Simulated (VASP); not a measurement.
Write the native input for VASP 6.6.1 that does the following.

```yaml
Task: single point
Functional: PBE
Potentials_or_basis: VASP PAW PBE potentials, release 64 (Co)
Cutoff: 520 eV
k_mesh: 10 × 10 × 10
Occupations: gaussian, width 0.05 eV
Spin: collinear spin, ferromagnetic start
Starting_moments: "[1.5] μB"
Dipole_correction: no
Further_INCAR_settings: ALGO = Fast; EDIFF = 1e-07; NBANDS = 14
```

The structure of Co lies in POSCAR:

```
Co
1.0
   -1.4055224055      1.4055224055      1.4055224055
    1.4055224055     -1.4055224055      1.4055224055
    1.4055224055      1.4055224055     -1.4055224055
Co
1
Direct
    0.0000000000      0.0000000000      0.0000000000
```

These files were run (other wordings do the same):

INCAR

```
PREC = Accurate
ENCUT = 520
EDIFF = 1E-7
ISMEAR = 0
SIGMA = 0.05
LREAL = False
LASPH = True
NELM = 150
ALGO = Fast
ISIF = 2
LWAVE = False
LCHARG = True
ISPIN = 2
MAGMOM = 1.5
LORBIT = 11
LMAXMIX = 4
GGA = PE
LELF = True
LVHAR = True
NBANDS = 14
```

KPOINTS

```
regular mesh
0
Gamma
  10 10 10
```

Potentials or basis: VASP PAW PBE potentials, release 64 (Co).

The run is started by

```sh
$ cat potpaw_PBE.64/Co/POTCAR > POTCAR
$ mpirun -np 1 vasp_std > vasp.out
```

It gave:

| Property | Result |
| --- | --- |
| Pressure | 0.4 GPa |
| Net moment | 1.82 μB per cell |
| Site moments | Co +1.84 μB |
| Valence electrons inside the program's atomic spheres | Co 8.22 |

Run time: 48 s on 1 thread of Intel Xeon 8259CL, with other jobs on the host, peak memory 0.13 GiB.
